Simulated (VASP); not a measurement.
Ti3Al: single point with LDA

Crystal: Ti3Al.

```
Ti Al
1.0
     2.94693    0.00000    0.00000
    -1.47347    2.55212    0.00000
     0.00000    0.00000    9.28747
Ti Al
3 1
Direct
  0.33333 0.66667 0.24941
  0.33333 0.66667 0.75059
  0.66667 0.33333 0.00000
  0.66667 0.33333 0.50000
```

This cell differs from its parent crystal: volume scaled by 1.02.

```
Program                : VASP 6.6.1
Task                   : single point
Functional             : LDA
Potentials or basis    : VASP PAW LDA potentials, release 64 (Ti_sv, Al)
Cutoff                 : 520 eV
k mesh                 : 10 × 10 × 3
Occupations            : fermi-dirac, width 0.05 eV
Spin                   : no spin polarisation
Dipole correction      : no
Further INCAR settings : ALGO = Fast; EDIFF = 1e-06; NBANDS = 28
```

The pressure is -8.8 GPa. The largest force is 0.154 eV/Å.

Forces in eV/Å, atoms in the order of the input:
```
Ti   0.000  0.000 -0.154
Ti   0.000  0.000  0.154
Ti   0.000  0.000  0.000
Al   0.000  0.000  0.000
```

Stress tensor (GPa, compression positive):
```
-8.77  0.00  0.00
 0.00 -8.77  0.00
 0.00  0.00 -8.87
```

Levels at points of the mesh, in eV from the Fermi level:
```tsv
k point	band 16	band 17	band 18	band 19	band 20	band 21	band 22	band 23	band 24	band 25
(0.00, 0.00, 0.00)	-2.41	-0.73	0.49	0.70	0.77	0.77	0.86	0.86	1.16	1.16
(0.50, 0.00, 0.00)	-2.04	-1.42	-1.19	-0.63	-0.37	0.84	0.98	1.09	1.65	2.40
```

Run time: 3.5 min on 1 thread of AMD EPYC 7R13 Processor (Zen 3), on a shared host, peak memory 0.16 GiB.
